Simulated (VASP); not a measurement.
Wanted: the native input for a VASP 6.6.1 run.

```
Task                   : single point
Functional             : r2SCAN
Potentials or basis    : VASP PAW PBE potentials, release 64 (Mo_sv)
Cutoff                 : 520 eV
k mesh                 : 8 × 8 × 8
Occupations            : fermi-dirac, width 0.0238 eV
Spin                   : collinear spin, ferromagnetic start
Starting moments       : [0.2] μB
Dipole correction      : no
Further INCAR settings : ALGO = Normal; EDIFF = 1e-07; NBANDS = 17
```

Mo:

```xyz
1
Lattice="-1.5893 1.5893 1.5893 1.5893 -1.5893 1.5893 1.5893 1.5893 -1.5893" Properties=species:S:1:pos:R:3 pbc="T T T"
Mo    0.0000    0.0000    0.0000
```

The input as run:

POSCAR

```
Mo
1.0
   -1.5893272400      1.5893272400      1.5893272400
    1.5893272400     -1.5893272400      1.5893272400
    1.5893272400      1.5893272400     -1.5893272400
Mo
1
Direct
    0.0000000000      0.0000000000      0.0000000000
```

INCAR.step1

```
PREC = Accurate ; ENCUT = 520
ISMEAR = -1 ; SIGMA = 0.0238
LREAL = False ; LASPH = True
NELM = 150 ; ISPIN = 2
MAGMOM = 0.2 ; LMAXMIX = 4
NBANDS = 17 ; GGA = PE
ALGO = Normal ; EDIFF = 1E-4
LWAVE = True ; LCHARG = False
```

INCAR.step2

```
PREC = Accurate ; ENCUT = 520
EDIFF = 1E-7 ; ISMEAR = -1
SIGMA = 0.0238 ; LREAL = False
LASPH = True ; NELM = 150
ALGO = Normal ; ISIF = 2
LWAVE = False ; LCHARG = True
ISPIN = 2 ; MAGMOM = 0.2
LORBIT = 11 ; LMAXMIX = 4
METAGGA = R2SCAN ; LMIXTAU = True
LELF = True ; LVHAR = True
NBANDS = 17 ; ISTART = 1
```

KPOINTS

```
regular mesh
0
Gamma
  8 8 8
```

Potentials or basis: VASP PAW PBE potentials, release 64 (Mo_sv).

Command:

```sh
$ cat potpaw_PBE.64/Mo_sv/POTCAR > POTCAR
$ cp INCAR.step1 INCAR
$ mpirun -np 1 vasp_std > vasp.out
$ cp INCAR.step2 INCAR
$ mpirun -np 1 vasp_std > vasp.out
```

It gave:

```json
{
  "Pressure": "-4.6 GPa",
  "Band gap on the k mesh": "zero (filled and empty bands overlap)",
  "Net moment": "0.00 μB per cell",
  "Valence electrons inside the program's atomic spheres": "Mo 12.39"
}
```

Caveat: the PAW data sets were made with another functional, which shifts forces and pressure a little.

It took 66 s on 1 thread of Intel(R) Xeon(R) Platinum 8259CL CPU @ 2.50GHz (Skylake/Cascade Lake), with other jobs on the host, peak memory 0.14 GiB.
